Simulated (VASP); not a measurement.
BN:

```
N B
1.0
     2.49824    0.00000    0.00000
    -1.24912    2.16354    0.00000
     0.00000    0.00000    6.63570
N B
2 2
Direct
  0.66667 0.33333 0.25000
  0.33333 0.66667 0.75000
  0.66667 0.33333 0.75000
  0.33333 0.66667 0.25000
```

| Item | Value |
| --- | --- |
| Program | VASP 6.6.1 |
| Task | relaxation of cell and atoms |
| Functional | BLYP |
| Dispersion | D3(BJ) |
| Potentials or basis | VASP PAW PBE potentials, release 64 (N, B) |
| Cutoff | 600 eV |
| k mesh | 12 × 12 × 4 |
| Occupations | fermi-dirac, width 0.05 eV |
| Spin | no spin polarisation |

At the start: pressure 1.5 GPa; volume 8.97 Å³/atom.

Problem. Where does the relaxation end?

Solution. Over 7 steps the energy falls by 2.6 meV/atom and the volume is 8.65 Å³/atom (-3.5 %); space group P6_3/mmc (No. 194, to 0.05 Å).

The path:
```csv
step,energy change (eV),largest force (eV/Å),pressure (GPa),volume (Å³)
1,0.0000,0.0000,1.49,35.87
2,0.0036,0.0000,-4.36,36.30
3,-0.0027,0.0000,-0.86,36.04
4,-0.0042,0.0000,-0.78,35.87
5,-0.0080,0.0000,-0.54,35.37
6,-0.0103,0.0000,0.07,34.37
7,-0.0105,0.0000,-0.09,34.60
```

Final structure:
```xyz
4
Lattice="2.5050 0.0000 0.0000 -1.2525 2.1694 0.0000 0.0000 0.0000 6.3672" Properties=species:S:1:pos:R:3 pbc="T T T"
N     1.2525    0.7231    1.5918
N     0.0000    1.4463    4.7754
B     1.2525    0.7231    4.7754
B     0.0000    1.4463    1.5918
```

Caveat: the PAW data sets were made with another functional, which shifts forces and pressure a little.
